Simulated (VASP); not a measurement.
# Cd (Pm-3m) in VASP: a series of runs

The runs below take Cd through single point, with PBEsol.

Program: VASP 6.6.1. These are calculated values, not measurements. Logs are shortened: lines on timing, memory, paths and dates and some standing lists are left out, and cuts for length are marked.

## (1) The cell of the first run

It takes space group Pm-3m (No. 221, cubic). The conventional cell has a = 2.683 Å, b = 2.683 Å, c = 2.683 Å, α = 90.00°, β = 90.00°, γ = 90.00°. Within 3.5 Å of Cd (site symmetry m-3m) lie 6 Cd at 2.68 Å.

This isn't the form of Cd at room conditions, which is hcp.

## (2) Single point, PBEsol

Contents of INCAR:

```
SYSTEM = Cd
PREC = Accurate ; ENCUT = 520
EDIFF = 1E-6 ; ISMEAR = 1
SIGMA = 0.1 ; LREAL = .FALSE.
LASPH = .TRUE. ; NELM = 100
ALGO = Normal ; ISIF = 2
LWAVE = .FALSE. ; LCHARG = .TRUE.
GGA = PS ; LELF = .TRUE.
LVHAR = .TRUE. ; NBANDS = 12
```

Contents of KPOINTS:

```
regular mesh
0
G
  14 14 14
  0 0 0
```

Contents of POSCAR:

```
Cd
1.0
    2.6829057087      0.0000000000      0.0000000000
    0.0000000000      2.6829057087      0.0000000000
    0.0000000000      0.0000000000      2.6829057087
Cd
1
Direct
    0.0000000000      0.0000000000      0.0000000000
```

Potentials or basis: VASP PAW PBE potentials, release 64 (Cd).

Run with:

```console
cat potpaw_PBE.64/Cd/POTCAR > POTCAR
mpirun -np 1 vasp_std > vasp.out
```

OUTCAR:

```text
SYSTEM = Cd
   PREC = Accurate
   ENCUT = 520
   EDIFF = 1E-6
   ISMEAR = 1
   LREAL = .FALSE.
   LASPH = .TRUE.
   NELM = 100
   ISIF = 2
   GGA = PS

 ion  position               nearest neighbor table
   1  0.000  0.000  0.000-

  LATTYP: Found a simple cubic cell.
 ALAT       =     2.6829057087

  Lattice vectors:

 A1 = (   2.6829057087,   0.0000000000,   0.0000000000)
 A2 = (   0.0000000000,   2.6829057087,   0.0000000000)
 A3 = (   0.0000000000,   0.0000000000,   2.6829057087)

Analysis of symmetry for initial positions (statically):
=====================================================================
 Subroutine PRICEL returns:
 Original cell was already a primitive cell.

 Routine SETGRP: Setting up the symmetry group for a
 simple cubic supercell.

 Subroutine GETGRP returns: Found 48 space group operations
 (whereof 48 operations were pure point group operations)
 out of a pool of 48 trial point group operations.

The static configuration has the point symmetry O_h .

Analysis of symmetry for dynamics (positions and initial velocities):
=====================================================================
 Subroutine PRICEL returns:
 Original cell was already a primitive cell.

 Routine SETGRP: Setting up the symmetry group for a
 simple cubic supercell.

 Subroutine GETGRP returns: Found 48 space group operations
 (whereof 48 operations were pure point group operations)
 out of a pool of 48 trial point group operations.

The dynamic configuration has the point symmetry O_h .

 Subroutine INISYM returns: Found 48 space group operations
 (whereof 48 operations are pure point group operations),
 and found     1 'primitive' translations

----------------------------------------------------------------------------------------

                                     Primitive cell

  volume of cell :      19.3115

  direct lattice vectors                    reciprocal lattice vectors
     2.682905709  0.000000000  0.000000000     0.372730207  0.000000000  0.000000000
     0.000000000  2.682905709  0.000000000     0.000000000  0.372730207  0.000000000
     0.000000000  0.000000000  2.682905709     0.000000000  0.000000000  0.372730207

  length of vectors
     2.682905709  2.682905709  2.682905709     0.372730207  0.372730207  0.372730207

  position of ions in fractional coordinates (direct lattice)
     0.000000000  0.000000000  0.000000000

  ion indices of the primitive-cell ions
   primitive index   ion index
                 1           1

----------------------------------------------------------------------------------------

 KPOINTS: regular mesh

Automatic generation of k-mesh.
 Grid dimensions read from file:
 generate k-points for:   14   14   14

 Generating k-lattice:

  Cartesian coordinates                     Fractional coordinates (reciprocal lattice)
     0.026623586  0.000000000  0.000000000     0.071428571  0.000000000  0.000000000
     0.000000000  0.026623586  0.000000000     0.000000000  0.071428571  0.000000000
     0.000000000  0.000000000  0.026623586     0.000000000  0.000000000  0.071428571

  Length of vectors
     0.026623586  0.026623586  0.026623586

  Shift w.r.t. Gamma in fractional coordinates (k-lattice)
     0.000000000  0.000000000  0.000000000

 Subroutine IBZKPT returns following result:
 ===========================================

 Found    120 irreducible k-points:

 Following reciprocal coordinates:
            Coordinates               Weight
  0.000000  0.000000  0.000000      1.000000
  0.071429  0.000000  0.000000      6.000000
  0.142857  0.000000  0.000000      6.000000
  0.214286  0.000000  0.000000      6.000000
  0.285714  0.000000  0.000000      6.000000
  0.357143  0.000000  0.000000      6.000000
[... 16 lines left out ...]
  0.285714  0.214286  0.000000     24.000000
  0.357143  0.214286  0.000000     24.000000
 [... further k-points ...]
   k-points           NKPTS =    120   k-points in BZ     NKDIM =    120   number of bands    NBANDS=     12
   number of dos      NEDOS =    301   number of ions     NIONS =      1
   total plane-waves  NPLWV =   8000
   dimension x,y,z NGX =    20 NGY =   20 NGZ =   20
   dimension x,y,z NGXF=    40 NGYF=   40 NGZF=   40
   ions per type =               1
   NGX,Y,Z   is equivalent  to a cutoff of  12.39, 12.39, 12.39 a.u.
   NGXF,Y,Z  is equivalent  to a cutoff of  24.79, 24.79, 24.79 a.u.
 SYSTEM =  Cd
   PREC   = accura    normal or accurate (medium, high low for compatibility)
   ISTART =      0    job   : 0-new  1-cont  2-samecut
   ICHARG =      2    charge: 1-file 2-atom 10-const
   ISPIN  =      1    spin polarized calculation?
   LNONCOLLINEAR =      F non collinear calculations
   LSORBIT =      F    spin-orbit coupling
   LASPH  =      T    aspherical Exc in radial PAW
   ENCUT  =  520.0 eV  38.22 Ry    6.18 a.u.   4.99  4.99  4.99*2*pi/ulx,y,z
   NELM   =    100;   NELMIN=  2; NELMDL= -5     # of ELM steps
   EDIFF  = 0.1E-05   stopping-criterion for ELM
   LREAL  =      F    real-space projection
   EDIFFG = 0.1E-04   stopping-criterion for IOM
   NSW    =      0    number of steps for IOM
   IBRION =     -1    ionic relax: 0-MD 1-quasi-New 2-CG
   NFREE  =      0    steps in history (QN), initial steepest desc. (CG)
   ISIF   =      2    stress and relaxation
   ISYM   =      2    0-nonsym 1-usesym 2-fastsym
   POTIM  = 0.5000    time-step for ionic-motion
   TEBEG  =    0.0;   TEEND  =   0.0 temperature during run
   PSTRESS=    0.0 pullay stress
   NELECT =      12.0000    total number of electrons
   NUPDOWN=      -1.0000    fix difference up-down
   EMIN   =  10.00;   EMAX   =-10.00  energy-range for DOS
   EFERMI =   0.00;   METHOD = LEGACY
   ISMEAR =     1;   SIGMA  =   0.10  broadening in eV -4-tet -1-fermi 0-gaus
   EFERMI_NEDOS =   21; number of points for ismear=-14 and -15
   IALGO  =     38    algorithm
   IMIX   =      4    mixing-type and parameters
     AMIX     =   0.40;   BMIX     =  1.00
     AMIX_MAG =   1.60;   BMIX_MAG =  1.00
  volume/ion in A,a.u.               =      19.31       130.32
  Fermi-wavevector in a.u.,A,eV,Ry     =   1.397000  2.639948 26.553264  1.951610
  Thomas-Fermi vector in A             =   2.520299
   LORBIT       =      0    0 simple, 1 ext, 2 COOP (PROOUT), +10 PAW based schemes
   GGA     = PS    functional components
   LHFCALC =     F    Hartree Fock is set to
   AEXX    =    0.0000 exact exchange contribution
   IVDW    =     0    specifies the selected vdW correction
   LEPSILON=     F    determine dielectric tensor
   LRPA    =     F    only Hartree local field effects (RPA)
 non-spin polarized calculation
 Methfessel and Paxton  Order N= 1 SIGMA  =   0.10
  energy-cutoff  :      520.00
  volume of cell :       19.31
 maximum number of plane-waves:       552
 NGX is ok and might be reduce to    20
   NGX =  9   NGY =  9   NGZ =  9

 number of electron      11.9999993 magnetization

 Free energy of the ion-electron system (eV)
  ---------------------------------------------------
  ext. energy  EPLUGINS =         0.00000000
  ---------------------------------------------------
  free energy    TOTEN  =        -0.74316690 eV

  energy without entropy =       -0.74234807  energy(sigma->0) =       -0.74289396

 E-fermi :   3.4834     XC(G=0): -11.7460

 val. band max:        3.4812140240   @ k =   0.5000   0.3571   0.0714
 cond. band min:       3.5134304190   @ k =   0.4286   0.2143   0.0000
 fundamental gap:      0.0322163950
 Fermi energy:         3.4834439680

 k-point     1 :       0.0000    0.0000    0.0000
  band No.  band energies     occupation
      1      -7.3385      2.00000
      2      -7.3385      2.00000
      3      -6.2184      2.00000
      4      -4.7900      2.00000
      5      -4.7900      2.00000
      6      -4.7900      2.00000
      7      15.3281      0.00000
      8      15.3281      0.00000
      9      15.3281      0.00000
     10      19.7765      0.00000
     11      19.7765      0.00000
     12      21.0076      0.00000

 k-point     2 :       0.0714    0.0000    0.0000
  band No.  band energies     occupation
      1      -7.3272      2.00000
      2      -7.2716      2.00000
      3      -6.0955      2.00000
      4      -4.8317      2.00000
      5      -4.8317      2.00000
      6      -4.7865      2.00000
      7      13.9877      0.00000
      8      15.4938      0.00000
      9      15.4938      0.00000
     10      19.7679      0.00000
     11      20.3410      0.00000
     12      21.9692      0.00000

 k-point     3 :       0.1429    0.0000    0.0000
  band No.  band energies     occupation
      1      -7.2954      2.00000
      2      -7.1060      2.00000
      3      -5.7013      2.00000
      4      -4.9469      2.00000
      5      -4.9469      2.00000
      6      -4.7767      2.00000
      7      11.6325      0.00000
      8      15.9786      0.00000
      9      15.9786      0.00000
     10      19.7425      0.00000
     11      20.5639      0.00000
     12      24.6463      0.00000
[... 286 lines left out ...]
 k-point    23 :       0.2857    0.2143    0.0000
  band No.  band energies     occupation
      1      -6.9372      2.00000
      2      -6.0999      2.00000
      3      -5.9248      2.00000
      4      -5.2437      2.00000
      5      -5.0475      2.00000
      6      -2.8459      2.00000
      7       7.7812      0.00000
      8      11.3401      0.00000
      9      19.1783      0.00000
     10      20.0081      0.00000
     11      20.9480      0.00000
     12      27.4023      0.00000

 k-point    24 :       0.3571    0.2143    0.0000
  band No.  band energies     occupation
      1      -6.8754      2.00000
      2      -6.1234      2.00000
      3      -5.8480      2.00000
      4      -5.3907      2.00000
      5      -5.0296      2.00000
      6      -1.6290      2.00000
      7       5.5901      0.00000
      8      12.3218      0.00000
      9      18.2447      0.00000
     10      20.3680      0.00000
     11      21.0275      0.00000
     12      26.4733      0.00000

 [... further k-points ...]
[... 5 lines left out ...]
  --------------------------------------------------------------------------------------
  -------------------------------------------------------------------------------------
  Total        2.5278704      2.5278704      2.5278704      0.0000000     -0.0000000      0.0000000
  in kB      209.7244913    209.7244913    209.7244913      0.0000000     -0.0000000      0.0000000
  external PRESSURE =     209.7244913 kB  Pullay stress =       0.0000000 kB

 VOLUME and BASIS-vectors are now :
 -----------------------------------------------------------------------------
  energy-cutoff  :      520.00
  volume of cell :       19.31
      direct lattice vectors                 reciprocal lattice vectors
     2.682905709  0.000000000  0.000000000     0.372730207  0.000000000  0.000000000
     0.000000000  2.682905709  0.000000000     0.000000000  0.372730207  0.000000000
     0.000000000  0.000000000  2.682905709     0.000000000  0.000000000  0.372730207

 POSITION                                       TOTAL-FORCE (eV/Angst)
 -----------------------------------------------------------------------------------
      0.00000      0.00000      0.00000         0.000000      0.000000      0.000000
 -----------------------------------------------------------------------------------
    total drift:                               -0.000000      0.000000      0.000000

  FREE ENERGIE OF THE ION-ELECTRON SYSTEM (eV)
  ---------------------------------------------------
  free  energy   TOTEN  =        -0.7431669040 eV

  energy  without entropy=       -0.7423480689  energy(sigma->0) =       -0.74289396
```

It took 12 s on 1 thread of Intel Xeon Platinum 8488C (Sapphire Rapids), shared host; peak memory 0.14 GiB.

Results:

| Item | Value |
| --- | --- |
| Free energy | -0.7432 eV |
| Pressure | 21.0 GPa |
| Band gap on the k mesh | zero (bands 6 and 7 overlap by 7.97 eV) |

Levels at points of the mesh, in eV from the Fermi level:
```
           k point  band 4  band 5  band 6  band 7  band 8  band 9
(0.00, 0.00, 0.00)   -8.27   -8.27   -8.27   11.84   11.84   11.84
(0.50, 0.00, 0.00)   -9.06   -8.20   -3.42   -2.36   16.05   17.19
(0.50, 0.50, 0.00)   -8.93   -7.61    0.98    0.98    3.84    6.52
(0.50, 0.50, 0.50)   -7.56   -7.56    5.61    5.61    5.61    8.56
```

Caveat: the cell stands under pressure; the PAW data sets were made with another functional, which shifts forces and pressure a little.

## (3) Single point, PBEsol

This run uses another cell than the first one, of 21.09 Å³/atom.

Contents of INCAR:

```
SYSTEM = Cd
PREC     = Accurate       ! precision mode
ENCUT    = 520            ! plane-wave cutoff, eV
EDIFF    = 1E-7           ! SCF threshold, eV
ISMEAR   = 1              ! smearing method
SIGMA    = 0.1            ! smearing width, eV
LREAL    = .FALSE.        ! projectors in reciprocal space
LASPH    = .TRUE.         ! aspherical terms in the spheres
NELM     = 60             ! most SCF steps
ALGO     = Normal         ! electronic algorithm
ISIF     = 2              ! what is computed and relaxed
LWAVE    = .FALSE.        ! write WAVECAR
LCHARG   = .FALSE.        ! write CHGCAR
GGA      = PS             ! functional
NBANDS   = 12             ! bands
```

KPOINTS is that of step 2.

Contents of POSCAR:

```
Cd
1.0
    2.7626532819      0.0000000000      0.0000000000
    0.0000000000      2.7626532819      0.0000000000
    0.0000000000      0.0000000000      2.7626532819
Cd
1
Direct
    0.0000000000      0.0000000000      0.0000000000
```

Potentials or basis: VASP PAW PBE potentials, release 64 (Cd).

Run with:

```console
cat potpaw_PBE.64/Cd/POTCAR > POTCAR
mpirun -np 1 vasp_std > vasp.out
```

OUTCAR:

```text
SYSTEM = Cd
   PREC = Accurate
   ENCUT = 520
   EDIFF = 1E-7
   ISMEAR = 1
   LREAL = .FALSE.
   LASPH = .TRUE.
   NELM = 60
   ISIF = 2
   GGA = PS

 ion  position               nearest neighbor table
   1  0.000  0.000  0.000-

  LATTYP: Found a simple cubic cell.
 ALAT       =     2.7626532819

  Lattice vectors:

 A1 = (   2.7626532819,   0.0000000000,   0.0000000000)
 A2 = (   0.0000000000,   2.7626532819,   0.0000000000)
 A3 = (   0.0000000000,   0.0000000000,   2.7626532819)

Analysis of symmetry for initial positions (statically):
[... 531 lines left out ...]
      6      -2.0179      2.00000
      7       4.7488     -0.00000
      8      11.0961      0.00000
      9      16.7937      0.00000
     10      18.6842      0.00000
     11      19.6085      0.00000
     12      24.6745      0.00000

 [... further k-points ...]
[... 5 lines left out ...]
  --------------------------------------------------------------------------------------
  -------------------------------------------------------------------------------------
  Total        1.4015955      1.4015955      1.4015955     -0.0000000      0.0000000     -0.0000000
  in kB      106.5011062    106.5011062    106.5011062     -0.0000000      0.0000000     -0.0000000
  external PRESSURE =     106.5011062 kB  Pullay stress =       0.0000000 kB

 VOLUME and BASIS-vectors are now :
 -----------------------------------------------------------------------------
  energy-cutoff  :      520.00
  volume of cell :       21.09
      direct lattice vectors                 reciprocal lattice vectors
     2.762653282  0.000000000  0.000000000     0.361970866  0.000000000  0.000000000
     0.000000000  2.762653282  0.000000000     0.000000000  0.361970866  0.000000000
     0.000000000  0.000000000  2.762653282     0.000000000  0.000000000  0.361970866

 POSITION                                       TOTAL-FORCE (eV/Angst)
 -----------------------------------------------------------------------------------
      0.00000      0.00000      0.00000         0.000000      0.000000      0.000000
 -----------------------------------------------------------------------------------
    total drift:                                0.000000      0.000000      0.000000

  FREE ENERGIE OF THE ION-ELECTRON SYSTEM (eV)
  ---------------------------------------------------
  free  energy   TOTEN  =        -0.9139130812 eV

  energy  without entropy=       -0.9136645571  energy(sigma->0) =       -0.91383024
```

OSZICAR:

```text
N       E                     dE             d eps       ncg     rms          rms(c)
DAV:   1     0.740900509302E+02    0.74090E+02   -0.69235E+03  3080   0.992E+02
DAV:   2     0.302339529840E+00   -0.73788E+02   -0.70349E+02  3080   0.243E+02
DAV:   3    -0.101154790318E+01   -0.13139E+01   -0.13132E+01  3460   0.368E+01
DAV:   4    -0.101335208472E+01   -0.18042E-02   -0.18041E-02  3128   0.132E+00
DAV:   5    -0.101335666307E+01   -0.45784E-05   -0.45784E-05  3420   0.644E-02    0.381E+00
DAV:   6    -0.923512079847E+00    0.89845E-01   -0.22707E-01  3392   0.609E+00    0.283E+00
DAV:   7    -0.915354476765E+00    0.81576E-02   -0.15821E-02  3288   0.130E+00    0.144E+00
DAV:   8    -0.913901602392E+00    0.14529E-02   -0.16394E-03  3104   0.537E-01    0.627E-02
DAV:   9    -0.913907973572E+00   -0.63712E-05   -0.48035E-06  3260   0.150E-02    0.179E-02
DAV:  10    -0.913913155231E+00   -0.51817E-05   -0.34531E-06  3220   0.213E-02    0.223E-03
DAV:  11    -0.913913081192E+00    0.74039E-07   -0.39904E-08  1984   0.230E-03
   1 F= -.91391308E+00 E0= -.91383024E+00  d E =-.248524E-03
```

Wall time 23 s (1 thread of Intel Xeon Platinum 8488C (Sapphire Rapids), shared host); peak memory 0.15 GiB.

What came out:

```yaml
Free_energy: -0.9139 eV
Pressure: 10.7 GPa
Band_gap_on_the_k_mesh: zero (bands 6 and 7 overlap by 7.75 eV)
```

Caveat: the cell stands under pressure; the PAW data sets were made with another functional, which shifts forces and pressure a little.

The gap in the log of VASP goes by the Fermi energy; the results here count the filled bands.